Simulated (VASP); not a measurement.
# CsSnI3 (Pm-3m) in VASP: further runs, part 2 of 2

VASP 6.6.1. The steps go on from the part before.

## 3. Relaxation of cell and atoms, BLYP

INCAR reads:

```
  PREC = Accurate
  ENCUT = 600
  EDIFF = 1E-6
  ISMEAR = -1
  SIGMA = 0.05
  LREAL = False
  LASPH = True
  NELM = 80
  ALGO = Normal
  ISIF = 3
  LWAVE = False
  LCHARG = False
  GGA = B5
  ALDAX = 1.0
  AGGAX = 1.0
  AGGAC = 1.0
  ALDAC = 0.0
  IBRION = 2
  NSW = 60
  EDIFFG = -0.01
```

KPOINTS reads:

```
Automatic mesh
0
Gamma
  5 5 5
```

POSCAR reads:

```
CsSnI3
1.0
    6.2057000000      0.0000000000      0.0000000000
    0.0000000000      6.2057000000      0.0000000000
    0.0000000000      0.0000000000      6.2057000000
Cs I Sn
1 3 1
Direct
    0.0000000000      0.0000000000      0.0000000000
    0.5000000000      0.5000000000      0.0000000000
    0.5000000000      0.0000000000      0.5000000000
    0.0000000000      0.5000000000      0.5000000000
    0.5000000000      0.5000000000      0.5000000000
```

Potentials or basis: VASP PAW PBE potentials, release 64 (Cs_sv, I, Sn_d).

Command:

```console
> cat potpaw_PBE.64/Cs_sv/POTCAR potpaw_PBE.64/I/POTCAR potpaw_PBE.64/Sn_d/POTCAR > POTCAR
> mpirun -np 1 vasp_std > vasp.out
```

OUTCAR:

```text
PREC = Accurate
   ENCUT = 600
   EDIFF = 1E-6
   ISMEAR = -1
   LREAL = False
   LASPH = True
   NELM = 80
   ISIF = 3
   GGA = B5
   IBRION = 2
   NSW = 60
   EDIFFG = -0.01

 ion  position               nearest neighbor table
   1  0.000  0.000  0.000-
   2  0.500  0.500  0.000-   5 3.10   5 3.10
   3  0.500  0.000  0.500-   5 3.10   5 3.10
   4  0.000  0.500  0.500-   5 3.10   5 3.10
   5  0.500  0.500  0.500-   2 3.10   3 3.10   4 3.10   2 3.10   3 3.10   4 3.10

  LATTYP: Found a simple cubic cell.
 ALAT       =     6.2057000000

  Lattice vectors:

 A1 = (   6.2057000000,   0.0000000000,   0.0000000000)
 A2 = (   0.0000000000,   6.2057000000,   0.0000000000)
 A3 = (   0.0000000000,   0.0000000000,   6.2057000000)

Analysis of symmetry for initial positions (statically):
=====================================================================
 Subroutine PRICEL returns:
 Original cell was already a primitive cell.

 Routine SETGRP: Setting up the symmetry group for a
 simple cubic supercell.

 Subroutine GETGRP returns: Found 48 space group operations
 (whereof 48 operations were pure point group operations)
 out of a pool of 48 trial point group operations.

The static configuration has the point symmetry O_h .

Analysis of symmetry for dynamics (positions and initial velocities):
=====================================================================
 Subroutine PRICEL returns:
 Original cell was already a primitive cell.

 Routine SETGRP: Setting up the symmetry group for a
 simple cubic supercell.

 Subroutine GETGRP returns: Found 48 space group operations
 (whereof 48 operations were pure point group operations)
 out of a pool of 48 trial point group operations.

The dynamic configuration has the point symmetry O_h .

 Subroutine INISYM returns: Found 48 space group operations
 (whereof 48 operations are pure point group operations),
 and found     1 'primitive' translations

[... 91 lines left out ...]
   ISIF   =      3    stress and relaxation
   ISYM   =      2    0-nonsym 1-usesym 2-fastsym
   POTIM  = 0.5000    time-step for ionic-motion
   TEBEG  =    0.0;   TEEND  =   0.0 temperature during run
   PSTRESS=    0.0 pullay stress
   NELECT =      44.0000    total number of electrons
   NUPDOWN=      -1.0000    fix difference up-down
   EMIN   =  10.00;   EMAX   =-10.00  energy-range for DOS
   EFERMI =   0.00;   METHOD = LEGACY
   ISMEAR =    -1;   SIGMA  =   0.05  broadening in eV -4-tet -1-fermi 0-gaus
   EFERMI_NEDOS =   21; number of points for ismear=-14 and -15
   IALGO  =     38    algorithm
   IMIX   =      4    mixing-type and parameters
     AMIX     =   0.40;   BMIX     =  1.00
     AMIX_MAG =   1.60;   BMIX_MAG =  1.00
  volume/ion in A,a.u.               =      47.80       322.55
  Fermi-wavevector in a.u.,A,eV,Ry     =   0.931326  1.759950 11.801253  0.867368
  Thomas-Fermi vector in A             =   2.057807
   LORBIT       =      0    0 simple, 1 ext, 2 COOP (PROOUT), +10 PAW based schemes
   GGA     = B5    functional components
   LHFCALC =     F    Hartree Fock is set to
   AEXX    =    0.0000 exact exchange contribution
   IVDW    =     0    specifies the selected vdW correction
   LEPSILON=     F    determine dielectric tensor
   LRPA    =     F    only Hartree local field effects (RPA)
 conjugate gradient relaxation of ions
 non-spin polarized calculation
  energy-cutoff  :      600.00
  volume of cell :      238.99
 maximum number of plane-waves:      8025
 NGX is ok and might be reduce to    50
   NGX = 25   NGY = 25   NGZ = 25

--------------------------------------- Ionic step        1  -------------------------------------------

 number of electron      43.9999989 magnetization

 Free energy of the ion-electron system (eV)
  ---------------------------------------------------
  ext. energy  EPLUGINS =         0.00000000
  ---------------------------------------------------
  free energy    TOTEN  =       -12.14163391 eV

  energy without entropy =      -12.14163390  energy(sigma->0) =      -12.14163391

------------------------ aborting loop because EDIFF is reached ----------------------------------------

  FORCE on cell =-STRESS in cart. coord.  units (eV):
  Direction    XX          YY          ZZ          XY          YZ          ZX
  --------------------------------------------------------------------------------------
  -------------------------------------------------------------------------------------
  Total        3.0424570      3.0424570      3.0424570      0.0000000      0.0000000     -0.0000000
  in kB       20.3968312     20.3968312     20.3968312      0.0000000      0.0000000     -0.0000000
  external PRESSURE =      20.3968312 kB  Pullay stress =       0.0000000 kB
[... 65 lines left out ...]
--------------------------------------- Ionic step        3  -------------------------------------------

 number of electron      43.9999982 magnetization

 Free energy of the ion-electron system (eV)
  ---------------------------------------------------
  ext. energy  EPLUGINS =         0.00000000
  ---------------------------------------------------
  free energy    TOTEN  =       -12.32097025 eV

  energy without entropy =      -12.32097025  energy(sigma->0) =      -12.32097025

 E-fermi :   2.0628     XC(G=0):  -6.6426

 val. band max:        1.1203870793   @ k =   0.4000   0.4000   0.4000
 cond. band min:       3.0403558460   @ k =   0.4000   0.4000   0.4000
 fundamental gap:      1.9199687667
 Fermi energy:         2.0628036042

 k-point     1 :       0.0000    0.0000    0.0000
  band No.  band energies     occupation
      1     -20.0744      2.00000
      2     -19.9459      2.00000
      3     -19.9459      2.00000
      4     -19.9330      2.00000
      5     -19.9330      2.00000
      6     -19.9330      2.00000
[... 311 lines left out ...]
  FREE ENERGIE OF THE ION-ELECTRON SYSTEM (eV)
  ---------------------------------------------------
  free  energy   TOTEN  =       -12.3209702503 eV

  energy  without entropy=      -12.3209702486  energy(sigma->0) =      -12.32097025

 reached required accuracy - stopping structural energy minimisation
```

It took 2.6 min on 1 thread of Intel Xeon 6975P-C (Granite Rapids), shared host; peak memory 0.41 GiB.

Results:

```yaml
Free_energy: -12.3210 eV
Relaxed_volume: 54.15 Å³/atom
Relaxed_cell: a = 6.469 Å, b = 6.469 Å, c = 6.469 Å, α = 90.00°, β = 90.00°, γ = 90.00°
Space_group_after_relaxing_to_0.05_Å: Pm-3m (No. 221)
Energy_gained_by_relaxing: 35.9 meV/atom
Ionic_steps: 3
Pressure_after_relaxing: 0.0 GPa
Band_gap_on_the_k_mesh: 1.92 eV, direct
```

Step by step:
```csv
step,energy change (eV),largest force (eV/Å),pressure (GPa),volume (Å³)
1,0.0000,0.0000,2.04,238.99
2,-0.1647,0.0000,0.49,260.66
3,-0.1793,0.0000,-0.02,270.73
```

Final structure:
```
CELL_PARAMETERS angstrom
6.46911 0.00000 0.00000
0.00000 6.46911 0.00000
0.00000 0.00000 6.46911
ATOMIC_POSITIONS crystal
Cs 0.00000 0.00000 0.00000
I 0.50000 0.50000 0.00000
I 0.50000 0.00000 0.50000
I 0.00000 0.50000 0.50000
Sn 0.50000 0.50000 0.50000
```

Caveat: the PAW data sets were made with another functional, which shifts forces and pressure a little; spin-orbit coupling is left out, which moves the levels of the heavy elements; the volume moved by +13 % from the deposited cell, more than functionals usually miss. Zero-point motion and thermal expansion aren't in these numbers.

## 4. Single point, PBE (volume scaled by 0.94)

INCAR reads:

```
SYSTEM = CsSnI3
ALGO = Normal
EDIFF = 1E-7
ENCUT = 520
GGA = PE
ISIF = 2
ISMEAR = -1
LASPH = .True.
LCHARG = .False.
LREAL = .False.
LWAVE = .False.
NBANDS = 30
NELM = 100
PREC = Accurate
SIGMA = 0.05
```

KPOINTS reads:

```
k-points
0
Gamma
  5 5 5
  0 0 0
```

Edit POSCAR of step 3 so:

```diff
@@ -2,5 +2,5 @@
 1.0
-    6.2057000000      0.0000000000      0.0000000000
-    0.0000000000      6.2057000000      0.0000000000
-    0.0000000000      0.0000000000      6.2057000000
+    6.0790175149      0.0000000000      0.0000000000
+    0.0000000000      6.0790175149      0.0000000000
+    0.0000000000      0.0000000000      6.0790175149
 Cs I Sn
```

Command:

```console
> cat potpaw_PBE.64/Cs_sv/POTCAR potpaw_PBE.64/I/POTCAR potpaw_PBE.64/Sn_d/POTCAR > POTCAR
> mpirun -np 1 vasp_std > vasp.out
```

It took 60 s on 1 thread of Intel Xeon Platinum 8259CL at 2.50GHz (Skylake/Cascade Lake), shared host; peak memory 0.35 GiB.

The run converged. Its results:

```
Free energy            : -13.9487 eV
Pressure               : 1.8 GPa
Band gap on the k mesh : 1.68 eV, direct
```

Levels at points of the mesh, in eV from the valence-band top:
```
           k point  band 18  band 19  band 20  band 21  band 22  band 23  band 24  band 25  band 26  band 27
(0.00, 0.00, 0.00)    -1.72    -1.72    -1.52    -1.52    -1.52     2.94     3.72     3.72     4.06     4.06
```

Caveat: the cell differs from its parent crystal (volume scaled by 0.94); spin-orbit coupling is left out, which moves the levels of the heavy elements.

## 5. Summary

| task | level | cell | cutoff (eV) | gap on the mesh (eV) | pressure (GPa) | relaxed volume (Å³/atom) |
| --- | --- | --- | --- | --- | --- | --- |
| relaxation of cell and atoms | revPBE | relaxed from a = 6.206 Å, 5 atoms | 600 | 1.84 | 0.0 | 52.13 |
| relaxation of cell and atoms | BLYP | relaxed from a = 6.206 Å, 5 atoms | 600 | 1.92 | 0.0 | 54.15 |
| single point | PBE | a = 6.079 Å, 5 atoms | 520 | 1.68 | 1.8 | - |

Alike in all rows: potentials or basis VASP PAW PBE potentials, release 64 (Cs_sv, I, Sn_d); no spin polarisation; k mesh 5 × 5 × 5; smearing fermi-dirac 0.05 eV.

Caveats: spin-orbit coupling is left out, which moves the levels of the heavy elements; the PAW data sets were made with another functional, which shifts forces and pressure a little (some runs); the volume moved by +13 % from the deposited cell, more than functionals usually miss (some runs).

Absolute energies hang on the potentials; compare differences alone.
